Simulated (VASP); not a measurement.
Here is a VASP 6.6.1 calculation.

Contents of POSCAR:

```
ZrB
1.0
    1.9614334600     -1.9857162700      0.0000000000
    1.9614334600      1.9857162700      0.0000000000
    0.0000000000      0.0000000000      4.0139456300
Zr B
1 1
Direct
    0.0000000000      0.0000000000      0.5000000000
    0.5000000000      0.5000000000      0.5000000000
```

INCAR.step1

```
SYSTEM = ZrB
PREC = Accurate
ENCUT = 420
EDIFF = 1E-5
ISMEAR = -1
SIGMA = 0.05
LREAL = .False.
LASPH = .True.
NELM = 200
ALGO = Normal
ISIF = 2
LWAVE = .True.
LCHARG = .False.
LNONCOLLINEAR = .True.
MAGMOM = 0 0 0 0 0 0
LORBIT = 11
LSORBIT = .True.
GGA_COMPAT = .False.
LORBMOM = .True.
LMAXMIX = 4
GGA = PE
NBANDS = 27
```

The input INCAR.step2:

```
SYSTEM = ZrB
PREC = Accurate
ENCUT = 420
EDIFF = 1E-6
ISMEAR = -1
SIGMA = 0.05
LREAL = .False.
LASPH = .True.
NELM = 200
ALGO = Normal
ISIF = 2
LWAVE = .False.
LCHARG = .False.
LNONCOLLINEAR = .True.
MAGMOM = 0 0 0 0 0 0
LORBIT = 11
LSORBIT = .True.
GGA_COMPAT = .False.
LORBMOM = .True.
LMAXMIX = 4
GGA = PE
LHFCALC = .True.
HFSCREEN = 0.2079
PRECFOCK = Normal
ISTART = 1
NBANDS = 27
```

File KPOINTS:

```
Automatic mesh
0
Gamma
  4 4 3
  0 0 0
```

Potentials or basis: VASP PAW PBE potentials, release 64 (Zr_sv, B).

The run is started by

```bash
$ cat potpaw_PBE.64/Zr_sv/POTCAR potpaw_PBE.64/B/POTCAR > POTCAR
$ cp INCAR.step1 INCAR
$ mpirun -np 1 vasp_ncl > vasp.out
$ cp INCAR.step2 INCAR
$ mpirun -np 1 vasp_ncl > vasp.out
```

**Question.** Predict the net moment.

**Answer.** 0.00 μB per cell.

**Question.** Estimate the pressure.

**Answer.** 78.4 GPa.

Stress tensor (GPa, compression positive):
```
108.02   0.00   0.00
  0.00 126.61   0.00
  0.00   0.00   0.58
```

Caveat: the k points lie up to 0.56 Å⁻¹ apart; the PAW data sets were made with another functional, which shifts forces and pressure a little.
